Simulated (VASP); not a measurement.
# K (P6_3/mmc) in VASP: a series of runs

The runs below take K through single point, with r2SCAN.

Everything below comes from runs of VASP 6.6.1. Logs are shortened: lines on timing, memory, paths and dates and some standing lists are left out, and cuts for length are marked.

## Step 1: The cell of the first run

Symmetry: P6_3/mmc, No. 194, hexagonal system. Conventional cell: a = 4.659 Å, b = 4.659 Å, c = 7.610 Å, α = 90.00°, β = 90.00°, γ = 120.00°.

This isn't the form of K at room conditions, which is bcc.

## Step 2: Single point, r2SCAN

POSCAR

```
K
1.0
    4.6590760777      0.0000000000      0.0000000000
   -2.3295380388      4.0348782414      0.0000000000
    0.0000000000      0.0000000000      7.6098242602
K
2
Direct
    0.3333333333      0.6666666667      0.7500000000
    0.6666666667      0.3333333333      0.2500000000
```

INCAR.step1

```
SYSTEM = K
PREC = Accurate ; ENCUT = 520
ISMEAR = 0 ; SIGMA = 0.05
LREAL = .False. ; LASPH = .True.
NELM = 100 ; NBANDS = 16
GGA = PE ; ALGO = Normal
EDIFF = 1E-4 ; LWAVE = .True.
LCHARG = .False.
```

INCAR.step2

```
SYSTEM = K
PREC = Accurate ; ENCUT = 520
EDIFF = 1E-6 ; ISMEAR = 0
SIGMA = 0.05 ; LREAL = .False.
LASPH = .True. ; NELM = 100
ALGO = Normal ; ISIF = 2
LWAVE = .False. ; LCHARG = .False.
METAGGA = R2SCAN ; LMIXTAU = .True.
NBANDS = 16 ; ISTART = 1
```

KPOINTS

```
Automatic mesh
0
Gamma
  10 10 6
  0 0 0
```

Potentials or basis: VASP PAW PBE potentials, release 64 (K_sv).

Launch:

```console
$ cat potpaw_PBE.64/K_sv/POTCAR > POTCAR
$ cp INCAR.step1 INCAR
$ mpirun -np 1 vasp_std > vasp.out
$ cp INCAR.step2 INCAR
$ mpirun -np 1 vasp_std > vasp.out
```

OUTCAR:

```text
SYSTEM = K
   PREC = Accurate
   ENCUT = 520
   EDIFF = 1E-6
   ISMEAR = 0
   LREAL = .False.
   LASPH = .True.
   NELM = 100
   ISIF = 2
   METAGGA = R2SCAN
   ISTART = 1

 ion  position               nearest neighbor table
   1  0.333  0.667  0.750-
   2  0.667  0.333  0.250-

  LATTYP: Found a hexagonal cell.
 ALAT       =     4.6590760777
 C/A-ratio  =     1.6333333333

  Lattice vectors:

 A1 = (   4.6590760777,   0.0000000000,   0.0000000000)
 A2 = (  -2.3295380388,   4.0348782414,   0.0000000000)
 A3 = (   0.0000000000,   0.0000000000,   7.6098242602)

Analysis of symmetry for initial positions (statically):
=====================================================================
 Subroutine PRICEL returns:
 Original cell was already a primitive cell.

 Routine SETGRP: Setting up the symmetry group for a
 hexagonal supercell.

 Subroutine GETGRP returns: Found 24 space group operations
 (whereof 12 operations were pure point group operations)
 out of a pool of 24 trial point group operations.

The static configuration has the point symmetry D_3d.
 The point group associated with its full space group is D_6h.

Analysis of symmetry for dynamics (positions and initial velocities):
=====================================================================
 Subroutine PRICEL returns:
 Original cell was already a primitive cell.

 Routine SETGRP: Setting up the symmetry group for a
 hexagonal supercell.

 Subroutine GETGRP returns: Found 24 space group operations
 (whereof 12 operations were pure point group operations)
 out of a pool of 24 trial point group operations.

The dynamic configuration has the point symmetry D_3d.
 The point group associated with its full space group is D_6h.

 Subroutine INISYM returns: Found 24 space group operations
 (whereof 12 operations are pure point group operations),
 and found     1 'primitive' translations

----------------------------------------------------------------------------------------

                                     Primitive cell

  volume of cell :     143.0556

  direct lattice vectors                    reciprocal lattice vectors
     4.659076078  0.000000000  0.000000000     0.214634830  0.123919477  0.000000000
[... 76 lines left out ...]
 SYSTEM =  K
   PREC   = accura    normal or accurate (medium, high low for compatibility)
   ISTART =      1    job   : 0-new  1-cont  2-samecut
   ICHARG =      0    charge: 1-file 2-atom 10-const
   ISPIN  =      1    spin polarized calculation?
   LNONCOLLINEAR =      F non collinear calculations
   LSORBIT =      F    spin-orbit coupling
   LASPH  =      T    aspherical Exc in radial PAW
   ENCUT  =  520.0 eV  38.22 Ry    6.18 a.u.   8.66  8.66 14.15*2*pi/ulx,y,z
   NELM   =    100;   NELMIN=  2; NELMDL=  0     # of ELM steps
   EDIFF  = 0.1E-05   stopping-criterion for ELM
   LREAL  =      F    real-space projection
   EDIFFG = 0.1E-04   stopping-criterion for IOM
   NSW    =      0    number of steps for IOM
   IBRION =     -1    ionic relax: 0-MD 1-quasi-New 2-CG
   NFREE  =      0    steps in history (QN), initial steepest desc. (CG)
   ISIF   =      2    stress and relaxation
   ISYM   =      2    0-nonsym 1-usesym 2-fastsym
   POTIM  = 0.5000    time-step for ionic-motion
   TEBEG  =    0.0;   TEEND  =   0.0 temperature during run
   PSTRESS=    0.0 pullay stress
   NELECT =      18.0000    total number of electrons
   NUPDOWN=      -1.0000    fix difference up-down
   EMIN   =  10.00;   EMAX   =-10.00  energy-range for DOS
   EFERMI =   0.00;   METHOD = LEGACY
   ISMEAR =     0;   SIGMA  =   0.05  broadening in eV -4-tet -1-fermi 0-gaus
   EFERMI_NEDOS =   21; number of points for ismear=-14 and -15
   IALGO  =     38    algorithm
   IMIX   =      4    mixing-type and parameters
     AMIX     =   0.40;   BMIX     =  1.00
     AMIX_MAG =   1.60;   BMIX_MAG =  1.00
  volume/ion in A,a.u.               =      71.53       482.69
  Fermi-wavevector in a.u.,A,eV,Ry     =   0.820347  1.550230  9.156293  0.672969
  Thomas-Fermi vector in A             =   1.931313
   LORBIT       =      0    0 simple, 1 ext, 2 COOP (PROOUT), +10 PAW based schemes
   METAGGA = R2SCAN    functional components
   LHFCALC =     F    Hartree Fock is set to
   AEXX    =    0.0000 exact exchange contribution
   IVDW    =     0    specifies the selected vdW correction
   LEPSILON=     F    determine dielectric tensor
   LRPA    =     F    only Hartree local field effects (RPA)
 non-spin polarized calculation
 Gauss-broadening in eV      SIGMA  =   0.05
  energy-cutoff  :      520.00
  volume of cell :      143.06
 maximum number of plane-waves:      3883
 NGX is ok and might be reduce to    36
   NGX = 17   NGY = 17   NGZ = 29

 number of electron      18.0000000 magnetization

 Free energy of the ion-electron system (eV)
  ---------------------------------------------------
  ext. energy  EPLUGINS =         0.00000000
  ---------------------------------------------------
  free energy    TOTEN  =       -12.01596928 eV

  energy without entropy =      -12.01413669  energy(sigma->0) =      -12.01505299

 E-fermi :  -0.0346     XC(G=0):  -5.9830

 val. band max:       -0.0660058343   @ k =   0.3000   0.2000   0.3333
 cond. band min:      -0.0286579046   @ k =   0.1000   0.1000   0.1667
 fundamental gap:      0.0373479297
 Fermi energy:        -0.0346461767

 k-point     1 :       0.0000    0.0000    0.0000
  band No.  band energies     occupation
      1     -33.6354      2.00000
      2     -33.6309      2.00000
      3     -16.3815      2.00000
      4     -16.3156      2.00000
      5     -16.3156      2.00000
      6     -16.3055      2.00000
[... 433 lines left out ...]
      3     -16.3737      2.00000
      4     -16.3630      2.00000
      5     -16.3432      2.00000
      6     -16.3335      2.00000
[... 8 lines left out ...]
     15       4.1361      0.00000
     16       5.0349      0.00000

 [... further k-points ...]
[... 5 lines left out ...]
  --------------------------------------------------------------------------------------
  -------------------------------------------------------------------------------------
  Total        0.2608596      0.2608596      0.1712672      0.0000000      0.0000000     -0.0000000
  in kB        2.9215451      2.9215451      1.9181381      0.0000000      0.0000000     -0.0000000
  external PRESSURE =       2.5870761 kB  Pullay stress =       0.0000000 kB

 VOLUME and BASIS-vectors are now :
 -----------------------------------------------------------------------------
  energy-cutoff  :      520.00
  volume of cell :      143.06
      direct lattice vectors                 reciprocal lattice vectors
     4.659076078  0.000000000  0.000000000     0.214634830  0.123919477  0.000000000
    -2.329538039  4.034878241  0.000000000     0.000000000  0.247838953  0.000000000
     0.000000000  0.000000000  7.609824260     0.000000000  0.000000000  0.131409079

 POSITION                                       TOTAL-FORCE (eV/Angst)
 -----------------------------------------------------------------------------------
     -0.00000      2.68992      5.70737        -0.000000      0.000000      0.000000
      2.32954      1.34496      1.90246         0.000000     -0.000000      0.000000
 -----------------------------------------------------------------------------------
    total drift:                               -0.000000      0.000000     -0.000000

  FREE ENERGIE OF THE ION-ELECTRON SYSTEM (eV)
  ---------------------------------------------------
  free  energy   TOTEN  =       -12.0159692834 eV

  energy  without entropy=      -12.0141366883  energy(sigma->0) =      -12.01505299
```

OUTCAR.step1:

```text
SYSTEM = K
   PREC = Accurate
   ENCUT = 520
   ISMEAR = 0
   LREAL = .False.
[... 682 lines left out ...]
     -0.00000      2.68992      5.70737         0.000000      0.000000      0.000000
      2.32954      1.34496      1.90246        -0.000000     -0.000000      0.000000
 -----------------------------------------------------------------------------------
    total drift:                               -0.000000      0.000000     -0.000000

  FREE ENERGIE OF THE ION-ELECTRON SYSTEM (eV)
  ---------------------------------------------------
  free  energy   TOTEN  =        -2.0958436435 eV

  energy  without entropy=       -2.0938627313  energy(sigma->0) =       -2.09485319
```

Run time: 11 min. Hardware: 1 thread of Oxide Virtual Turin-like, shared host; peak memory 0.31 GiB.

What came out:

```
Free energy            : -12.0160 eV
Pressure               : 0.3 GPa
Band gap on the k mesh : zero (bands 9 and 10 overlap by 2.51 eV)
```

Stress tensor (GPa, compression positive):
```
0.29 0.00 0.00
0.00 0.29 0.00
0.00 0.00 0.19
```

Caveat: the PAW data sets were made with another functional, which shifts forces and pressure a little.

## Step 3: Single point, r2SCAN

This run uses another cell than the first one, of 76.79 Å³/atom.

POSCAR

```
K
1.0
    4.7706847457      0.0000000000      0.0000000000
   -2.3853423728      4.1315341832      0.0000000000
    0.0000000000      0.0000000000      7.7921184179
K
2
Direct
    0.3333333333      0.6666666667      0.7500000000
    0.6666666667      0.3333333333      0.2500000000
```

INCAR.step1

```
SYSTEM = K
  ALGO = Normal
  EDIFF = 1E-4
  ENCUT = 520
  GGA = PE
  ISMEAR = 0
  LASPH = .True.
  LCHARG = .False.
  LREAL = .False.
  LWAVE = .True.
  NBANDS = 16
  NELM = 80
  PREC = Accurate
  SIGMA = 0.05
```

INCAR.step2

```
SYSTEM = K
  ALGO = Normal
  EDIFF = 1E-6
  ENCUT = 520
  ISIF = 2
  ISMEAR = 0
  ISTART = 1
  LASPH = .True.
  LCHARG = .False.
  LMIXTAU = .True.
  LREAL = .False.
  LWAVE = .False.
  METAGGA = R2SCAN
  NBANDS = 16
  NELM = 80
  PREC = Accurate
  SIGMA = 0.05
```

KPOINTS

```
k-points
0
Gamma
  10 10 6
  0 0 0
```

Potentials or basis: VASP PAW PBE potentials, release 64 (K_sv).

Launch:

```console
$ cat potpaw_PBE.64/K_sv/POTCAR > POTCAR
$ cp INCAR.step1 INCAR
$ mpirun -np 1 vasp_std > vasp.out
$ cp INCAR.step2 INCAR
$ mpirun -np 1 vasp_std > vasp.out
```

OUTCAR:

```text
SYSTEM = K
   EDIFF = 1E-6
   ENCUT = 520
   ISIF = 2
   ISMEAR = 0
   ISTART = 1
   LASPH = .True.
   LREAL = .False.
   METAGGA = R2SCAN
   NELM = 80
   PREC = Accurate

 ion  position               nearest neighbor table
   1  0.333  0.667  0.750-
   2  0.667  0.333  0.250-

  LATTYP: Found a hexagonal cell.
 ALAT       =     4.7706847457
 C/A-ratio  =     1.6333333333

  Lattice vectors:

 A1 = (   4.7706847457,   0.0000000000,   0.0000000000)
 A2 = (  -2.3853423728,   4.1315341832,   0.0000000000)
 A3 = (   0.0000000000,   0.0000000000,   7.7921184179)

Analysis of symmetry for initial positions (statically):
=====================================================================
 Subroutine PRICEL returns:
 Original cell was already a primitive cell.

 Routine SETGRP: Setting up the symmetry group for a
 hexagonal supercell.

 Subroutine GETGRP returns: Found 24 space group operations
 (whereof 12 operations were pure point group operations)
 out of a pool of 24 trial point group operations.

The static configuration has the point symmetry D_3d.
 The point group associated with its full space group is D_6h.
[... 162 lines left out ...]

 E-fermi :  -0.1882     XC(G=0):  -5.8022

 val. band max:       -0.2190801322   @ k =   0.3000   0.2000   0.3333
 cond. band min:      -0.1835028896   @ k =   0.1000   0.1000   0.1667
 fundamental gap:      0.0355772426
 Fermi energy:        -0.1881842482

 k-point     1 :       0.0000    0.0000    0.0000
  band No.  band energies     occupation
      1     -33.8362      2.00000
      2     -33.8330      2.00000
      3     -16.5696      2.00000
      4     -16.5187      2.00000
      5     -16.5187      2.00000
      6     -16.5106      2.00000
[... 433 lines left out ...]
      3     -16.5637      2.00000
      4     -16.5555      2.00000
      5     -16.5401      2.00000
      6     -16.5326      2.00000
[... 8 lines left out ...]
     15       3.9083      0.00000
     16       4.6422      0.00000

 [... further k-points ...]

------------------------ aborting loop because EDIFF is reached ----------------------------------------

  FORCE on cell =-STRESS in cart. coord.  units (eV):
  Direction    XX          YY          ZZ          XY          YZ          ZX
  --------------------------------------------------------------------------------------
  -------------------------------------------------------------------------------------
  Total        0.0101210      0.0101210     -0.0757893      0.0000000      0.0000000      0.0000000
  in kB        0.1055815      0.1055815     -0.7906259      0.0000000      0.0000000      0.0000000
  external PRESSURE =      -0.1931543 kB  Pullay stress =       0.0000000 kB

 VOLUME and BASIS-vectors are now :
 -----------------------------------------------------------------------------
  energy-cutoff  :      520.00
  volume of cell :      153.58
      direct lattice vectors                 reciprocal lattice vectors
     4.770684746  0.000000000  0.000000000     0.209613515  0.121020419  0.000000000
    -2.385342373  4.131534183  0.000000000     0.000000000  0.242040839  0.000000000
     0.000000000  0.000000000  7.792118418     0.000000000  0.000000000  0.128334805

 POSITION                                       TOTAL-FORCE (eV/Angst)
 -----------------------------------------------------------------------------------
     -0.00000      2.75436      5.84409        -0.000000      0.000000      0.000000
      2.38534      1.37718      1.94803         0.000000     -0.000000      0.000000
 -----------------------------------------------------------------------------------
    total drift:                               -0.000000      0.000000     -0.000000

  FREE ENERGIE OF THE ION-ELECTRON SYSTEM (eV)
  ---------------------------------------------------
  free  energy   TOTEN  =       -12.0250635818 eV

  energy  without entropy=      -12.0231959095  energy(sigma->0) =      -12.02412975
```

OSZICAR.step1:

```text
N       E                     dE             d eps       ncg     rms          rms(c)
DAV:   1     0.113677985517E+03    0.11368E+03   -0.76389E+03  1792   0.890E+02
DAV:   2     0.667763755234E+01   -0.10700E+03   -0.10458E+03  2144   0.259E+02
DAV:   3    -0.166429096689E+01   -0.83419E+01   -0.83238E+01  3360   0.525E+01
DAV:   4    -0.208786943637E+01   -0.42358E+00   -0.42349E+00  2600   0.883E+00
DAV:   5    -0.209418578254E+01   -0.63163E-02   -0.63163E-02  2976   0.911E-01    0.264E+00
DAV:   6    -0.209472885192E+01   -0.54307E-03   -0.23355E-03  2528   0.318E-01    0.163E+00
DAV:   7    -0.209553855362E+01   -0.80970E-03   -0.45954E-03  2456   0.410E-01    0.662E-02
DAV:   8    -0.209569764800E+01   -0.15909E-03   -0.54111E-04  2792   0.180E-01    0.283E-02
DAV:   9    -0.209571741824E+01   -0.19770E-04   -0.14071E-05  1592   0.291E-02
   1 F= -.20957174E+01 E0= -.20947124E+01  d E =-.201001E-02
```

Run time: 15 min. Hardware: 1 thread of Oxide Virtual Turin-like, shared host; peak memory 0.32 GiB.

What came out:

| Property | Result |
| --- | --- |
| Free energy | -12.0251 eV |
| Pressure | 0.0 GPa |
| Band gap on the k mesh | zero (bands 9 and 10 overlap by 2.44 eV) |

Stress tensor (GPa, compression positive):
```
 0.01  0.00  0.00
 0.00  0.01  0.00
 0.00  0.00 -0.08
```

Caveat: the PAW data sets were made with another functional, which shifts forces and pressure a little.

The gap in the log of VASP goes by the Fermi energy; the results here count the filled bands.